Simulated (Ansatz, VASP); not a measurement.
**HgTe in VASP and in Ansatz**

Contents of INCAR:

```
PREC = Accurate
ENCUT = 520
EDIFF = 1E-7
ISMEAR = 0
SIGMA = 0.15
LREAL = False
LASPH = True
NELM = 100
ALGO = Normal
ISIF = 2
LWAVE = False
LCHARG = False
GGA = PE
NBANDS = 16
```

File KPOINTS:

```
regular mesh
0
Gamma
  14 14 14
```

File POSCAR:

```
HgTe
1.0
    0.0000000000      3.6184385637      2.5582360646
    3.6184385637      0.0000000000      2.5582360646
    3.6184385637      3.6184385637      0.0000000000
Hg Te
1 1
Direct
    0.0000000000      0.0000000000      0.0000000000
    0.7500000000      0.7500000000      0.7500000000
```

Input for Ansatz:

```yaml
crystal:
  lattice:
    - [0.0, 3.6184385637, 2.5582360646]
    - [3.6184385637, 0.0, 2.5582360646]
    - [3.6184385637, 3.6184385637, 0.0]
  atoms:
    - { symbol: Hg, position: [0.0, 0.0, 0.0] }
    - { symbol: Te, position: [0.75, 0.75, 0.75] }
basis:
  ecutwfc: 420
kpoints:
  mp_grid: { grid: [14, 14, 14] }
hamiltonian:
  xc: pbe
scf:
  occupations: { method: gaussian, width: 0.15 }
output:
  forces: true
  stress: true
  eigenvalues: true
  write_density: true
  write_potential: true
  elf: true
  volumetric_format: npy
```

Alike in both runs: task single point; functional PBE; k mesh 14 × 14 × 14; occupations gaussian, width 0.15 eV; no spin polarisation.

|  | VASP | Ansatz |
| --- | --- | --- |
| version | VASP 6.6.1 | Ansatz 0.2.0 |
| potentials or method | VASP PAW PBE potentials, release 64 (Hg, Te), cutoff 520 eV | scalar-relativistic, plane waves, PAW |
| valence electrons in the cell | 18 | 36 |

|  | VASP | Ansatz | Ansatz less VASP |
| --- | --- | --- | --- |
| gap on the k mesh at the Fermi level (eV) | none | none | - |
| pressure (GPa) | 2.0 | 1.9 | -0.08 |
| traceless stress, the component that is largest in VASP (GPa) | 1.32 | 1.34 | +0.023 |

A gap of «none» marks a metal or a gap that the smearing closes. VASP's potentials hold 18 valence electrons a cell and Ansatz's 36, so a difference there can come from the potentials and not from the codes.

Neither program's run includes spin-orbit coupling.
